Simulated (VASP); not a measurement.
Write the native input for VASP 6.6.1 that does the following.

- Task: single point
- Functional: BLYP
- Potentials or basis: VASP PAW PBE potentials, release 64 (Co)
- Cutoff: 520 eV
- k mesh: 14 × 14 × 8
- Occupations: fermi-dirac, width 0.1 eV
- Spin: no spin polarisation
- Dipole correction: no
- Further INCAR settings: ALGO = Normal; EDIFF = 1e-06; NBANDS = 16

The structure of Co lies in POSCAR:

```
Co
1.0
    2.4961330169      0.0000000000      0.0000000000
   -1.2480665084      2.1617146039      0.0000000000
    0.0000000000      0.0000000000      4.0155290719
Co
2
Direct
    0.3333333333      0.6666666667      0.2500000000
    0.6666666667      0.3333333333      0.7500000000
```

The input as run:

INCAR

```
  PREC = Accurate
  ENCUT = 520
  EDIFF = 1E-6
  ISMEAR = -1
  SIGMA = 0.1
  LREAL = F
  LASPH = T
  NELM = 100
  ALGO = Normal
  ISIF = 2
  LWAVE = F
  LCHARG = T
  GGA = B5
  ALDAX = 1.0
  AGGAX = 1.0
  AGGAC = 1.0
  ALDAC = 0.0
  LELF = T
  LVHAR = T
  NBANDS = 16
```

KPOINTS

```
regular mesh
0
Gamma
  14 14 8
```

Potentials or basis: VASP PAW PBE potentials, release 64 (Co).

The run is started by

```sh
$ cat potpaw_PBE.64/Co/POTCAR > POTCAR
$ mpirun -np 1 vasp_std > vasp.out
```

It gave:

```
Pressure               : -0.2 GPa
Band gap on the k mesh : zero (band 9 reaches 11.01 eV, above the bottom of band 10 at 9.56 eV)
```

Caveat: the PAW data sets were made with another functional, which shifts forces and pressure a little; the run has no spin polarisation, though such a crystal can be magnetic.

Run time: 62 s on 1 thread of AMD EPYC 7R43 64-Core Processor (Zen 3), on a shared host, peak memory 0.12 GiB.
